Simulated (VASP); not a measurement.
Write the native input for VASP 6.6.1 that does the following.

| Property | Result |
| --- | --- |
| Task | single point |
| Functional | PBE |
| Potentials or basis | VASP PAW PBE potentials, release 64 (Ti_sv) |
| Cutoff | 520 eV |
| k mesh | 7 × 7 × 9 |
| Occupations | fermi-dirac, width 0.05 eV |
| Spin | no spin polarisation |
| Dipole correction | no |
| Further INCAR settings | ALGO = Fast; EDIFF = 1e-06; NBANDS = 25 |

The structure of Ti lies in POSCAR:

```
Ti
1.0
    4.5796566102      0.0000000000      0.0000000000
   -2.2898283051      3.9660989651      0.0000000000
    0.0000000000      0.0000000000      2.8314517179
Ti
3
Direct
    0.6666666667      0.3333333333      0.5000000000
    0.3333333333      0.6666666667      0.5000000000
    0.0000000000      0.0000000000      0.0000000000
```

One way to write it, as run:

INCAR

```
SYSTEM = Ti
  PREC = Accurate
  ENCUT = 520
  EDIFF = 1E-6
  ISMEAR = -1
  SIGMA = 0.05
  LREAL = .FALSE.
  LASPH = .TRUE.
  NELM = 80
  ALGO = Fast
  ISIF = 2
  LWAVE = .FALSE.
  LCHARG = .FALSE.
  GGA = PE
  NBANDS = 25
```

KPOINTS

```
Automatic mesh
0
G
  7 7 9
  0 0 0
```

Potentials or basis: VASP PAW PBE potentials, release 64 (Ti_sv).

Launch:

```sh
$ cat potpaw_PBE.64/Ti_sv/POTCAR > POTCAR
$ mpirun -np 1 vasp_std > vasp.out
```

Results of the run:

```json
{
 "Pressure": "-0.3 GPa",
 "Band gap on the k mesh": "zero (band 18 reaches 8.55 eV, above the bottom of band 19 at 8.29 eV)"
}
```

Run time: 3.4 min on 1 thread of Intel(R) Xeon(R) Platinum 8259CL CPU @ 2.50GHz (Skylake/Cascade Lake), on a shared host, peak memory 0.19 GiB.
